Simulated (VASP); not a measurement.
# Pt (P6/mmm) in VASP: single point with PBEsol

Aim: the single point of Pt with PBEsol.

Everything below comes from runs of VASP 6.6.1. Logs are shortened: lines on timing, memory, paths and dates and some standing lists are left out, and cuts for length are marked.

## Step 1: The cell of the first run

The structure is hexagonal, space group P6/mmm (No. 191). The conventional cell has a = 4.507 Å, b = 4.507 Å, c = 4.640 Å, α = 90.00°, β = 90.00°, γ = 120.00°.

## Step 2: Single point, PBEsol

Input file INCAR:

```
SYSTEM = Pt
PREC = Accurate
ENCUT = 520
EDIFF = 1E-6
ISMEAR = -1
SIGMA = 0.1
LREAL = .False.
LASPH = .True.
NELM = 100
ALGO = Normal
ISIF = 2
LWAVE = .False.
LCHARG = .False.
GGA = PS
NBANDS = 11
```

Input file KPOINTS:

```
Automatic mesh
0
Gamma
  7 7 6
  0 0 0
```

Input file POSCAR:

```
Pt
1.0
    4.5071740000      0.0000000000      0.0000000000
   -2.2535870000      3.9033270000      0.0000000000
    0.0000000000      0.0000000000      4.6399810000
Pt
1
Direct
    0.3333333333      0.6666666667      0.5000000000
```

Potentials or basis: VASP PAW PBE potentials, release 64 (Pt).

Launch:

```
$ cat potpaw_PBE.64/Pt/POTCAR > POTCAR
$ mpirun -np 1 vasp_std > vasp.out
```

OUTCAR:

```text
SYSTEM = Pt
   PREC = Accurate
   ENCUT = 520
   EDIFF = 1E-6
   ISMEAR = -1
   LREAL = .False.
   LASPH = .True.
   NELM = 100
   ISIF = 2
   GGA = PS

 ion  position               nearest neighbor table
   1  0.333  0.667  0.500-

  LATTYP: Found a hexagonal cell.
 ALAT       =     4.5071740000
 C/A-ratio  =     1.0294656918

  Lattice vectors:

 A1 = (   4.5071740000,   0.0000000000,   0.0000000000)
 A2 = (  -2.2535870000,   3.9033270000,   0.0000000000)
 A3 = (   0.0000000000,   0.0000000000,   4.6399810000)

Analysis of symmetry for initial positions (statically):
=====================================================================
 Subroutine PRICEL returns:
 Original cell was already a primitive cell.

 Routine SETGRP: Setting up the symmetry group for a
 hexagonal supercell.

 Subroutine GETGRP returns: Found 24 space group operations
 (whereof 12 operations were pure point group operations)
 out of a pool of 24 trial point group operations.

The static configuration has the point symmetry D_3h.
 The point group associated with its full space group is D_6h.

Analysis of symmetry for dynamics (positions and initial velocities):
=====================================================================
 Subroutine PRICEL returns:
 Original cell was already a primitive cell.

 Routine SETGRP: Setting up the symmetry group for a
 hexagonal supercell.

 Subroutine GETGRP returns: Found 24 space group operations
 (whereof 12 operations were pure point group operations)
 out of a pool of 24 trial point group operations.

The dynamic configuration has the point symmetry D_3h.
 The point group associated with its full space group is D_6h.

 Subroutine INISYM returns: Found 24 space group operations
 (whereof 12 operations are pure point group operations),
 and found     1 'primitive' translations

----------------------------------------------------------------------------------------

                                     Primitive cell

  volume of cell :      81.6311

  direct lattice vectors                    reciprocal lattice vectors
     4.507174000  0.000000000  0.000000000     0.221868515  0.128095853  0.000000000
    -2.253587000  3.903327000  0.000000000     0.000000000  0.256191705  0.000000000
     0.000000000  0.000000000  4.639981000     0.000000000  0.000000000  0.215518124

  length of vectors
     4.507174000  4.507173841  4.639981000     0.256191696  0.256191705  0.215518124

  position of ions in fractional coordinates (direct lattice)
     0.333333333  0.666666667  0.500000000

  ion indices of the primitive-cell ions
   primitive index   ion index
                 1           1

----------------------------------------------------------------------------------------

 KPOINTS: Automatic mesh

Automatic generation of k-mesh.
 Grid dimensions read from file:
 generate k-points for:    7    7    6

 Generating k-lattice:

  Cartesian coordinates                     Fractional coordinates (reciprocal lattice)
     0.031695502  0.018299408  0.000000000     0.142857143 -0.000000000  0.000000000
     0.000000000  0.036598815  0.000000000     0.000000000  0.142857143  0.000000000
     0.000000000  0.000000000  0.035919687     0.000000000  0.000000000  0.166666667

  Length of vectors
     0.036598814  0.036598815  0.035919687

  Shift w.r.t. Gamma in fractional coordinates (k-lattice)
     0.000000000  0.000000000  0.000000000

 Subroutine IBZKPT returns following result:
 ===========================================

 Found     32 irreducible k-points:

 Following reciprocal coordinates:
            Coordinates               Weight
  0.000000  0.000000  0.000000      1.000000
  0.142857 -0.000000  0.000000      6.000000
  0.285714 -0.000000  0.000000      6.000000
  0.428571 -0.000000  0.000000      6.000000
  0.142857  0.142857  0.000000      6.000000
  0.285714  0.142857  0.000000     12.000000
[... 16 lines left out ...]
  0.428571  0.142857  0.333333     12.000000
  0.285714  0.285714  0.333333     12.000000
 [... further k-points ...]
   k-points           NKPTS =     32   k-points in BZ     NKDIM =     32   number of bands    NBANDS=     11
   number of dos      NEDOS =    301   number of ions     NIONS =      1
   total plane-waves  NPLWV =  46656
   dimension x,y,z NGX =    36 NGY =   36 NGZ =   36
   dimension x,y,z NGXF=    72 NGYF=   72 NGZF=   72
   ions per type =               1
   NGX,Y,Z   is equivalent  to a cutoff of  13.28, 13.28, 12.90 a.u.
   NGXF,Y,Z  is equivalent  to a cutoff of  26.56, 26.56, 25.80 a.u.
 SYSTEM =  Pt
   PREC   = accura    normal or accurate (medium, high low for compatibility)
   ISTART =      0    job   : 0-new  1-cont  2-samecut
   ICHARG =      2    charge: 1-file 2-atom 10-const
   ISPIN  =      1    spin polarized calculation?
   LNONCOLLINEAR =      F non collinear calculations
   LSORBIT =      F    spin-orbit coupling
   LASPH  =      T    aspherical Exc in radial PAW
   ENCUT  =  520.0 eV  38.22 Ry    6.18 a.u.   8.38  8.38  8.63*2*pi/ulx,y,z
   NELM   =    100;   NELMIN=  2; NELMDL= -5     # of ELM steps
   EDIFF  = 0.1E-05   stopping-criterion for ELM
   LREAL  =      F    real-space projection
   EDIFFG = 0.1E-04   stopping-criterion for IOM
   NSW    =      0    number of steps for IOM
   IBRION =     -1    ionic relax: 0-MD 1-quasi-New 2-CG
   NFREE  =      0    steps in history (QN), initial steepest desc. (CG)
   ISIF   =      2    stress and relaxation
   ISYM   =      2    0-nonsym 1-usesym 2-fastsym
   POTIM  = 0.5000    time-step for ionic-motion
   TEBEG  =    0.0;   TEEND  =   0.0 temperature during run
   PSTRESS=    0.0 pullay stress
   NELECT =      10.0000    total number of electrons
   NUPDOWN=      -1.0000    fix difference up-down
   EMIN   =  10.00;   EMAX   =-10.00  energy-range for DOS
   EFERMI =   0.00;   METHOD = LEGACY
   ISMEAR =    -1;   SIGMA  =   0.10  broadening in eV -4-tet -1-fermi 0-gaus
   EFERMI_NEDOS =   21; number of points for ismear=-14 and -15
   IALGO  =     38    algorithm
   IMIX   =      4    mixing-type and parameters
     AMIX     =   0.40;   BMIX     =  1.00
     AMIX_MAG =   1.60;   BMIX_MAG =  1.00
  volume/ion in A,a.u.               =      81.63       550.87
  Fermi-wavevector in a.u.,A,eV,Ry     =   0.813061  1.536462  8.994374  0.661068
  Thomas-Fermi vector in A             =   1.922717
   LORBIT       =      0    0 simple, 1 ext, 2 COOP (PROOUT), +10 PAW based schemes
   GGA     = PS    functional components
   LHFCALC =     F    Hartree Fock is set to
   AEXX    =    0.0000 exact exchange contribution
   IVDW    =     0    specifies the selected vdW correction
   LEPSILON=     F    determine dielectric tensor
   LRPA    =     F    only Hartree local field effects (RPA)
 non-spin polarized calculation
  energy-cutoff  :      520.00
  volume of cell :       81.63
 maximum number of plane-waves:      2226
 NGX is ok and might be reduce to    36
   NGX = 17   NGY = 17   NGZ = 17

 number of electron      10.0000001 magnetization

 Free energy of the ion-electron system (eV)
  ---------------------------------------------------
  ext. energy  EPLUGINS =         0.00000000
  ---------------------------------------------------
  free energy    TOTEN  =        -1.09888483 eV

  energy without entropy =       -0.86434053  energy(sigma->0) =       -0.98161268

 E-fermi :  -2.8814     XC(G=0):  -5.4722

 val. band max:       -2.8959231237   @ k =   0.1429   0.1429   0.3333
 cond. band min:      -2.8037309395   @ k =   0.2857  -0.0000   0.3333
 fundamental gap:      0.0921921842
 Fermi energy:        -2.8814305248

 k-point     1 :       0.0000    0.0000    0.0000
  band No.  band energies     occupation
      1      -4.1445      1.99999
      2      -3.3845      1.98701
      3      -3.2661      1.95818
      4      -3.2661      1.95818
      5      -3.0576      1.70677
      6      -3.0576      1.70677
      7       3.9455      0.00000
      8       5.6297      0.00000
      9       5.9306      0.00000
     10       5.9306      0.00000
     11       8.3555      0.00000

 k-point     2 :       0.1429   -0.0000    0.0000
  band No.  band energies     occupation
      1      -3.9566      1.99996
      2      -3.3709      1.98513
      3      -3.2768      1.96236
      4      -3.2226      1.93616
      5      -3.0834      1.76565
      6      -3.0631      1.72025
      7       4.1521      0.00000
      8       4.1639      0.00000
      9       5.4950      0.00000
     10       6.1386      0.00000
     11       7.8517      0.00000

 k-point     3 :       0.2857   -0.0000    0.0000
  band No.  band energies     occupation
      1      -3.5638      1.99783
      2      -3.3547      1.98255
      3      -3.1393      1.85894
      4      -3.1368      1.85564
      5      -3.1209      1.83290
      6      -3.0754      1.74861
      7       2.1214      0.00000
      8       4.7439      0.00000
      9       4.7694      0.00000
     10       6.4049      0.00000
     11       7.3461      0.00000

 k-point     4 :       0.4286   -0.0000    0.0000
  band No.  band energies     occupation
      1      -3.4919      1.99554
      2      -3.3368      1.97916
      3      -3.1822      1.90587
      4      -3.0852      1.76939
      5      -3.0347      1.64479
      6      -2.5155      0.05023
      7       0.5991      0.00000
      8       4.3072      0.00000
      9       5.3787      0.00000
     10       6.4432      0.00000
     11       7.7504      0.00000
[... 239 lines left out ...]
 k-point    22 :       0.2857    0.1429    0.3333
  band No.  band energies     occupation
      1      -3.3587      1.98323
      2      -3.2539      1.95290
      3      -3.1617      1.88569
      4      -3.1506      1.87305
      5      -3.0632      1.72058
      6      -2.4194      0.01951
      7       1.8698      0.00000
      8       2.2433      0.00000
      9       4.0134      0.00000
     10       6.1397      0.00000
     11       7.5846      0.00000

 k-point    23 :       0.4286    0.1429    0.3333
  band No.  band energies     occupation
      1      -3.3786      1.98624
      2      -3.2744      1.96145
      3      -3.1635      1.88752
      4      -3.0766      1.75122
      5      -3.0620      1.71768
      6      -2.0239      0.00038
      7       1.1320      0.00000
      8       2.6755      0.00000
      9       3.7062      0.00000
     10       5.3648      0.00000
     11       7.3579      0.00000

 k-point    24 :       0.2857    0.2857    0.3333
  band No.  band energies     occupation
      1      -3.2504      1.95127
      2      -3.2488      1.95051
      3      -3.1956      1.91715
      4      -3.1658      1.88997
      5      -3.0747      1.74704
      6      -2.0160      0.00035
      7       1.6556      0.00000
      8       2.6036      0.00000
      9       2.7905      0.00000
     10       5.7847      0.00000
     11       6.3907      0.00000

 [... further k-points ...]
[... 5 lines left out ...]
  --------------------------------------------------------------------------------------
  -------------------------------------------------------------------------------------
  Total       -1.8137694     -1.8137693     -0.9524032      0.0000000      0.0000000     -0.0000000
  in kB      -35.5989510    -35.5989476    -18.6928700      0.0000000      0.0000000     -0.0000000
  external PRESSURE =     -29.9635895 kB  Pullay stress =       0.0000000 kB

 VOLUME and BASIS-vectors are now :
 -----------------------------------------------------------------------------
  energy-cutoff  :      520.00
  volume of cell :       81.63
      direct lattice vectors                 reciprocal lattice vectors
     4.507174000  0.000000000  0.000000000     0.221868515  0.128095853  0.000000000
    -2.253587000  3.903327000  0.000000000     0.000000000  0.256191705  0.000000000
     0.000000000  0.000000000  4.639981000     0.000000000  0.000000000  0.215518124

 POSITION                                       TOTAL-FORCE (eV/Angst)
 -----------------------------------------------------------------------------------
     -0.00000      2.60222      2.31999         0.000000      0.000000      0.000000
 -----------------------------------------------------------------------------------
    total drift:                                0.000000     -0.000000     -0.000000

  FREE ENERGIE OF THE ION-ELECTRON SYSTEM (eV)
  ---------------------------------------------------
  free  energy   TOTEN  =        -1.0988848326 eV

  energy  without entropy=       -0.8643405257  energy(sigma->0) =       -0.98161268
```

It took 21 s on 1 thread of Intel Xeon Platinum 8488C (Sapphire Rapids), shared host; peak memory 0.2 GiB.

Results:

```yaml
Free_energy: -1.0989 eV
Pressure: -3.0 GPa
Band_gap_on_the_k_mesh: zero (band 5 reaches -3.01 eV, above the bottom of band 6 at -3.09 eV)
```

Caveat: the PAW data sets were made with another functional, which shifts forces and pressure a little; spin-orbit coupling is left out, which moves the levels of the heavy elements.
